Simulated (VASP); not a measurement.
Here is a VASP 6.6.1 calculation.

Contents of INCAR:

```
SYSTEM = ZnS
PREC     = Accurate       ! precision mode
ENCUT    = 520            ! plane-wave cutoff, eV
EDIFF    = 1E-8           ! SCF threshold, eV
ISMEAR   = -1             ! smearing method
SIGMA    = 0.05           ! smearing width, eV
LREAL    = .False.        ! projectors in reciprocal space
LASPH    = .True.         ! aspherical terms in the spheres
NELM     = 100            ! most SCF steps
ALGO     = Normal         ! electronic algorithm
ISIF     = 2              ! what is computed and relaxed
LWAVE    = .False.        ! write WAVECAR
LCHARG   = .False.        ! write CHGCAR
GGA      = PE             ! functional
IBRION   = 8              ! ionic algorithm
NSW      = 1              ! ionic steps
```

The input KPOINTS:

```
regular mesh
0
Gamma
  8 8 5
  0 0 0
```

Contents of POSCAR:

```
ZnS
1.0
    3.8110000000      0.0000000000      0.0000000000
   -1.9055000000      3.3004228138      0.0000000000
    0.0000000000      0.0000000000      6.2340000000
Zn S
2 2
Direct
    0.6666666667      0.3333333333      0.5000000000
    0.3333333333      0.6666666667      0.0000000000
    0.6666666667      0.3333333333      0.8850000000
    0.3333333333      0.6666666667      0.3850000000
```

Potentials or basis: VASP PAW PBE potentials, release 64 (Zn, S).

Launch:

```bash
$ cat potpaw_PBE.64/Zn/POTCAR potpaw_PBE.64/S/POTCAR > POTCAR
$ mpirun -np 1 vasp_std > vasp.out
```

Question: Estimate the highest phonon frequency at Γ, LO-TO splitting left out.

Answer: 311 cm⁻¹.

Phonon frequencies in cm⁻¹ (negative: imaginary):
```csv
q point,frequencies
"(0.000, 0.000, 0.000)",0 0 0 71 71 179 233 296 296 301 301 311
```

Caveat: the cell stands under pressure or tension, which shifts response properties.
